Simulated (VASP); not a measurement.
# Re (P6_3/mmc) in VASP: further runs

Aim: see how the results for Re move with the level of theory and the settings. Levels: LDA, PBEsol-based screened hybrid with 25 % exact exchange, B3LYP. Tasks: single point.

Program: VASP 6.6.1. These are calculated values, not measurements. Logs are shortened: lines on timing, memory, paths and dates and some standing lists are left out, and cuts for length are marked.

## Step 1: The cell of the first run

It takes space group P6_3/mmc (No. 194, hexagonal). The conventional cell has a = 2.761 Å, b = 2.761 Å, c = 4.458 Å, α = 90.00°, β = 90.00°, γ = 120.00°. Within 3.6 Å of Re (site symmetry -6m2) lie 12 Re at 2.74 to 2.76 Å.

## Step 2: Single point, LDA, non-collinear spin, zero start, spin-orbit coupling

INCAR

```
SYSTEM = Re
PREC = Accurate ; ENCUT = 520
EDIFF = 1E-6 ; ISMEAR = -1
SIGMA = 0.05 ; LREAL = .False.
LASPH = .True. ; NELM = 150
ALGO = Normal ; ISIF = 2
LWAVE = .False. ; LCHARG = .False.
LNONCOLLINEAR = .True. ; MAGMOM = 0 0 0 0 0 0
LORBIT = 11 ; LSORBIT = .True.
GGA_COMPAT = .False. ; LORBMOM = .True.
LMAXMIX = 4 ; GGA = CA
NBANDS = 26
```

KPOINTS

```
regular mesh
0
Gamma
  8 8 5
  0 0 0
```

POSCAR

```
Re
1.0
    2.7608000000      0.0000000000      0.0000000000
   -1.3804000000      2.3909229348      0.0000000000
    0.0000000000      0.0000000000      4.4582000000
Re
2
Direct
    0.6666666667      0.3333333333      0.7500000000
    0.3333333333      0.6666666667      0.2500000000
```

Potentials or basis: VASP PAW LDA potentials, release 64 (Re).

Launch:

```console
$ cat potpaw_LDA.64/Re/POTCAR > POTCAR
$ mpirun -np 1 vasp_ncl > vasp.out
```

OUTCAR:

```text
SYSTEM = Re
   PREC = Accurate
   ENCUT = 520
   EDIFF = 1E-6
   ISMEAR = -1
   LREAL = .False.
   LASPH = .True.
   NELM = 150
   ISIF = 2
   LNONCOLLINEAR = .True.
   LORBIT = 11
   LSORBIT = .True.
   GGA = CA

 ion  position               nearest neighbor table
   1  0.667  0.333  0.750-   2 2.74   2 2.74   2 2.74   2 2.74   2 2.74   2 2.74
   2  0.333  0.667  0.250-   1 2.74   1 2.74   1 2.74   1 2.74   1 2.74   1 2.74

  LATTYP: Found a hexagonal cell.
 ALAT       =     2.7608000000
 C/A-ratio  =     1.6148217908

  Lattice vectors:

 A1 = (   2.7608000000,   0.0000000000,   0.0000000000)
 A2 = (  -1.3804000000,   2.3909229348,   0.0000000000)
 A3 = (   0.0000000000,   0.0000000000,   4.4582000000)

Analysis of symmetry for initial positions (statically):
=====================================================================
 Subroutine PRICEL returns:
 Original cell was already a primitive cell.

 Routine SETGRP: Setting up the symmetry group for a
 hexagonal supercell.

 Subroutine GETGRP returns: Found 24 space group operations
 (whereof 12 operations were pure point group operations)
 out of a pool of 24 trial point group operations.

The static configuration has the point symmetry D_3d.
 The point group associated with its full space group is D_6h.

Analysis of symmetry for dynamics (positions and initial velocities):
=====================================================================
 Subroutine PRICEL returns:
 Original cell was already a primitive cell.

 Routine SETGRP: Setting up the symmetry group for a
 hexagonal supercell.

 Subroutine GETGRP returns: Found 24 space group operations
 (whereof 12 operations were pure point group operations)
 out of a pool of 24 trial point group operations.

The dynamic configuration has the point symmetry D_3d.
 The point group associated with its full space group is D_6h.

Analysis of structural, dynamic, and magnetic symmetry:
=====================================================================
 Subroutine PRICEL returns:
 Original cell was already a primitive cell.

 Routine SETGRP: Setting up the symmetry group for a
 hexagonal supercell.

 Subroutine GETGRP returns: Found 24 space group operations
 (whereof 12 operations were pure point group operations)
 out of a pool of 24 trial point group operations.

The overall configuration has the point symmetry D_3d.
 The point group associated with its full space group is D_6h.

 Subroutine INISYM returns: Found 24 space group operations
 (whereof 12 operations are pure point group operations),
 and found     1 'primitive' translations

----------------------------------------------------------------------------------------
[... 875 lines left out ...]
    total drift:                                0.000000      0.000000     -0.000000

  FREE ENERGIE OF THE ION-ELECTRON SYSTEM (eV)
  ---------------------------------------------------
  free  energy   TOTEN  =       -28.1931747290 eV

  energy  without entropy=      -28.1843007717  energy(sigma->0) =      -28.18873775

 orbital moment (x)

 # of ion     p       d       tot
 ----------------------------------------
  1         0.000   0.000   0.000
  2         0.000   0.000   0.000
 ----------------------------------------
            0.000   0.000   0.000

 orbital moment (y)

 # of ion     p       d       tot
 ----------------------------------------
  1         0.000   0.000   0.000
  2        -0.000   0.000   0.000
 ----------------------------------------
            0.000   0.000   0.000

 orbital moment (z)

 # of ion     p       d       tot
 ----------------------------------------
  1         0.000   0.000   0.000
  2         0.000   0.000   0.000
 ----------------------------------------
            0.000   0.000   0.000

 Spin-Orbit-Coupling matrix elements

 Ion:    1  E_soc:     -0.6778205
 l=   1
     0.0000000    -0.0435044    -0.0434310
    -0.0435044     0.0000000    -0.0435044
    -0.0434310    -0.0435044     0.0000000
 l=   2
     0.0000000    -0.0134700     0.0000000    -0.0134700    -0.0554689
    -0.0134700     0.0000000    -0.0425979    -0.0139256    -0.0134700
     0.0000000    -0.0425979     0.0000000    -0.0425979     0.0000000
    -0.0134700    -0.0139256    -0.0425979     0.0000000    -0.0134700
    -0.0554689    -0.0134700     0.0000000    -0.0134700     0.0000000
 l=   3
     0.0000000     0.0000000     0.0000000     0.0000000     0.0000000     0.0000000     0.0000000
     0.0000000     0.0000000     0.0000000     0.0000000     0.0000000     0.0000000     0.0000000
     0.0000000     0.0000000     0.0000000     0.0000000     0.0000000     0.0000000     0.0000000
     0.0000000     0.0000000     0.0000000     0.0000000     0.0000000     0.0000000     0.0000000
     0.0000000     0.0000000     0.0000000     0.0000000     0.0000000     0.0000000     0.0000000
     0.0000000     0.0000000     0.0000000     0.0000000     0.0000000     0.0000000     0.0000000
     0.0000000     0.0000000     0.0000000     0.0000000     0.0000000     0.0000000     0.0000000

 Ion:    2  E_soc:     -0.6778205
 l=   1
     0.0000000    -0.0435044    -0.0434310
    -0.0435044     0.0000000    -0.0435044
    -0.0434310    -0.0435044     0.0000000
 l=   2
     0.0000000    -0.0134700     0.0000000    -0.0134700    -0.0554689
    -0.0134700     0.0000000    -0.0425979    -0.0139256    -0.0134700
     0.0000000    -0.0425979     0.0000000    -0.0425979     0.0000000
    -0.0134700    -0.0139256    -0.0425979     0.0000000    -0.0134700
    -0.0554689    -0.0134700     0.0000000    -0.0134700     0.0000000
 l=   3
     0.0000000     0.0000000     0.0000000     0.0000000     0.0000000     0.0000000     0.0000000
     0.0000000     0.0000000     0.0000000     0.0000000     0.0000000     0.0000000     0.0000000
     0.0000000     0.0000000     0.0000000     0.0000000     0.0000000     0.0000000     0.0000000
     0.0000000     0.0000000     0.0000000     0.0000000     0.0000000     0.0000000     0.0000000
     0.0000000     0.0000000     0.0000000     0.0000000     0.0000000     0.0000000     0.0000000
     0.0000000     0.0000000     0.0000000     0.0000000     0.0000000     0.0000000     0.0000000
     0.0000000     0.0000000     0.0000000     0.0000000     0.0000000     0.0000000     0.0000000

 total charge

# of ion       s       p       d       tot
------------------------------------------
    1        0.622   0.683   4.859   6.163
    2        0.622   0.683   4.859   6.163
--------------------------------------------------
tot          1.244   1.366   9.717  12.327

 magnetization (x)

# of ion       s       p       d       tot
------------------------------------------
    1        0.000  -0.000   0.000  -0.000
    2        0.000   0.000   0.000   0.000
--------------------------------------------------
tot          0.000  -0.000   0.000  -0.000

 magnetization (y)

# of ion       s       p       d       tot
------------------------------------------
    1        0.000   0.000   0.000   0.000
    2        0.000   0.000   0.000   0.000
--------------------------------------------------
tot          0.000   0.000   0.000   0.000

 magnetization (z)

# of ion       s       p       d       tot
------------------------------------------
    1        0.000   0.000   0.000   0.000
    2        0.000   0.000   0.000   0.000
--------------------------------------------------
tot          0.000   0.000   0.000   0.000
```

Wall time 64 s (1 thread of Intel Xeon 8259CL, shared host); peak memory 0.19 GiB.

What came out:

```
Free energy                                           : -28.1932 eV
Pressure                                              : -8.2 GPa
Net moment                                            : 0.00 μB per cell
Valence electrons inside the program's atomic spheres : Re 6.16
```

Moments on the atoms (μB; x, y, z):
```
Re  0.00 0.00 0.00
Re  0.00 0.00 0.00
```

Caveat: the cell stands under tension.

## Step 3: Single point, PBEsol-based screened hybrid with 25 % exact exchange

This run uses another cell than the first one, of 14.34 Å³/atom.

POSCAR

```
Re
1.0
    2.7603363493      0.0000000000      0.0000000000
   -1.3801681747      2.3905214015      0.0000000000
    0.0000000000      0.0000000000      4.3458034358
Re
2
Direct
    0.6666666667      0.3333333333      0.7500000000
    0.3333333333      0.6666666667      0.2500000000
```

INCAR.step1

```
PREC = Accurate
ENCUT = 520
EDIFF = 1E-5
ISMEAR = -1
SIGMA = 0.05
LREAL = F
LASPH = T
NELM = 60
ALGO = Normal
ISIF = 2
LWAVE = T
LCHARG = F
NBANDS = 14
GGA = PE
```

INCAR.step2

```
PREC = Accurate
ENCUT = 520
EDIFF = 1E-6
ISMEAR = -1
SIGMA = 0.05
LREAL = F
LASPH = T
NELM = 60
ALGO = Normal
ISIF = 2
LWAVE = F
LCHARG = F
GGA = PS
LHFCALC = T
AEXX = 0.25
HFSCREEN = 0.207
PRECFOCK = Normal
NBANDS = 14
ISTART = 1
```

KPOINTS

```
regular mesh
0
Gamma
  6 6 3
```

Potentials or basis: VASP PAW PBE potentials, release 64 (Re).

Launch:

```console
$ cat potpaw_PBE.64/Re/POTCAR > POTCAR
$ cp INCAR.step1 INCAR
$ mpirun -np 1 vasp_std > vasp.out
$ cp INCAR.step2 INCAR
$ mpirun -np 1 vasp_std > vasp.out
```

Wall time 6.1 min (1 thread of Intel Xeon Platinum 8488C (Sapphire Rapids), shared host); peak memory 0.26 GiB.

Results (log left out):

```yaml
Free_energy: -30.2909 eV
Pressure: -4.1 GPa
Band_gap_on_the_k_mesh: zero (bands 7 and 8 overlap by 3.41 eV)
```

Stress tensor (GPa, compression positive):
```
-3.86  0.00  0.00
 0.00 -3.86  0.00
 0.00  0.00 -4.66
```

Levels at points of the mesh, in eV from the Fermi level:
```csv
k point,band 5,band 6,band 7,band 8,band 9,band 10
"(0.00, 0.00, 0.00)",-1.14,-0.64,-0.64,0.18,0.18,1.09
"(0.50, 0.00, 0.00)",-1.97,-1.29,-0.34,4.78,5.45,5.66
```

Caveat: the k points lie up to 0.48 Å⁻¹ apart, too coarse for converged energies and pressures of a metal; the PAW data sets were made with another functional, which shifts forces and pressure a little; spin-orbit coupling is left out, which moves the levels of the heavy elements.

## Step 4: Single point, B3LYP

POSCAR

```
Re
1.0
    2.7608000000      0.0000000000      0.0000000000
   -1.3804000000      2.3909229348      0.0000000000
    0.0000000000      0.0000000000      4.4582000000
Re
2
Direct
    0.6666666667      0.3333333333      0.7500000000
    0.3333333333      0.6666666667      0.2500000000
```

INCAR.step1

```
SYSTEM = Re
PREC = Accurate ; ENCUT = 410
EDIFF = 1E-5 ; ISMEAR = -1
SIGMA = 0.05 ; LREAL = .FALSE.
LASPH = .TRUE. ; NELM = 120
ALGO = Normal ; ISIF = 2
LWAVE = .TRUE. ; LCHARG = .FALSE.
NBANDS = 22 ; GGA = PE
GGA_COMPAT = .FALSE.
```

INCAR.step2

```
SYSTEM = Re
PREC = Accurate ; ENCUT = 410
EDIFF = 1E-6 ; ISMEAR = -1
SIGMA = 0.05 ; LREAL = .FALSE.
LASPH = .TRUE. ; NELM = 120
ALGO = Normal ; ISIF = 2
LWAVE = .FALSE. ; LCHARG = .FALSE.
GGA = B3 ; LHFCALC = .TRUE.
AEXX = 0.2 ; AGGAX = 0.72
AGGAC = 0.81 ; ALDAC = 0.19
PRECFOCK = Normal ; NBANDS = 22
ISTART = 1 ; GGA_COMPAT = .FALSE.
```

KPOINTS

```
regular mesh
0
G
  6 6 3
  0 0 0
```

Potentials or basis: VASP PAW PBE potentials, release 64 (Re_sv_GW).

Launch:

```console
$ cat potpaw_PBE.64/Re_sv_GW/POTCAR > POTCAR
$ cp INCAR.step1 INCAR
$ mpirun -np 1 vasp_std > vasp.out
$ cp INCAR.step2 INCAR
$ mpirun -np 1 vasp_std > vasp.out
```

Wall time 12 min (1 thread of Intel Xeon 6975P-C (Granite Rapids), shared host); peak memory 0.14 GiB.

Results (log left out):

```
Free energy            : -28.8344 eV
Pressure               : 5.8 GPa
Band gap on the k mesh : zero (bands 15 and 16 overlap by 4.00 eV)
```

Stress tensor (GPa, compression positive):
```
7.74 0.00 0.00
0.00 7.74 0.00
0.00 0.00 1.89
```

Levels at points of the mesh, in eV from the Fermi level:
```
           k point  band 13  band 14  band 15  band 16  band 17  band 18
(0.00, 0.00, 0.00)    -2.02    -1.02    -1.02     0.54     0.54     1.16
(0.50, 0.00, 0.00)    -1.94    -1.74    -0.88     4.88     5.35     5.46
```

Caveat: the k points lie up to 0.47 Å⁻¹ apart, too coarse for converged energies and pressures of a metal; the PAW data sets were made with another functional, which shifts forces and pressure a little; spin-orbit coupling is left out, which moves the levels of the heavy elements.

## Step 5: Overview

| level | potentials or basis | spin | cell | k mesh | cutoff (eV) | grid for exact exchange (PRECFOCK) | share of exact exchange | screening parameter | gap on the mesh (eV) | pressure (GPa) |
| --- | --- | --- | --- | --- | --- | --- | --- | --- | --- | --- |
| LDA | VASP PAW LDA potentials, release 64 (Re) | non-collinear, zero start, SOC | a = 2.761, b = 2.761, c = 4.458 Å, angles 90.0, 90.0, 120.0°, 2 atoms | 8 × 8 × 5 | 520 | - | - | - | - | -8.2 |
| PBEsol-based screened hybrid with 25 % exact exchange | VASP PAW PBE potentials, release 64 (Re) | off | a = 2.760, b = 2.760, c = 4.346 Å, angles 90.0, 90.0, 120.0°, 2 atoms | 6 × 6 × 3 | 520 | Normal | 0.25 | 0.207 1/Å | none | -4.1 |
| B3LYP | VASP PAW PBE potentials, release 64 (Re_sv_GW) | off | a = 2.761, b = 2.761, c = 4.458 Å, angles 90.0, 90.0, 120.0°, 2 atoms | 6 × 6 × 3 | 410 | Normal | 0.2 | - | none | 5.8 |

Alike in all rows: task single point; smearing fermi-dirac 0.05 eV.

Caveats: some runs use coarse meshes; the PAW data sets were made with another functional, which shifts forces and pressure a little (at least some runs); spin-orbit coupling is left out, which moves the levels of the heavy elements (at least some runs); the cell stands under tension (at least some runs).

Absolute energies hang on the potentials; compare differences alone.
